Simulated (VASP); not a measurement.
# La: single point with LDA

La:

```
La
1.0
     4.13034    0.00000    0.00000
    -2.06517    3.57698    0.00000
     0.00000    0.00000    8.69843
La
2
Direct
  0.33333 0.66667 0.24624
  0.33333 0.66667 0.75376
```

- Program: VASP 6.6.1
- Task: single point
- Functional: LDA
- Potentials or basis: VASP PAW LDA potentials, release 64 (La)
- Cutoff: 520 eV
- k mesh: 7 × 7 × 3
- Occupations: gaussian, width 0.1 eV
- Spin: no spin polarisation
- Dipole correction: no
- Further INCAR settings: ALGO = Normal; EDIFF = 1e-07; NBANDS = 18

```yaml
Pressure: -6.7 GPa
Largest_force: 0.027 eV/Å
Band_gap_on_the_k_mesh: zero (band 11 reaches 3.49 eV, above the bottom of band 12 at 3.26 eV)
```

Forces on the atoms (eV/Å):
```
La   0.000  0.000 -0.027
La   0.000  0.000  0.027
```

Stress tensor (GPa, compression positive):
```
-7.29  0.00  0.00
 0.00 -7.29  0.00
 0.00  0.00 -5.48
```

Levels at points of the mesh, in eV from the Fermi level:
```csv
k point,band 7,band 8,band 9,band 10,band 11,band 12,band 13,band 14,band 15,band 16
"(0.00, 0.00, 0.00)",-17.00,-17.00,-2.74,-1.54,-0.39,0.22,0.55,0.57,0.69,0.70
```

Wall time 66 s on 1 thread of Intel Xeon 8259CL, on a shared host, peak memory 0.22 GiB.

Caveat: spin-orbit coupling is left out, which moves the levels of the heavy elements.
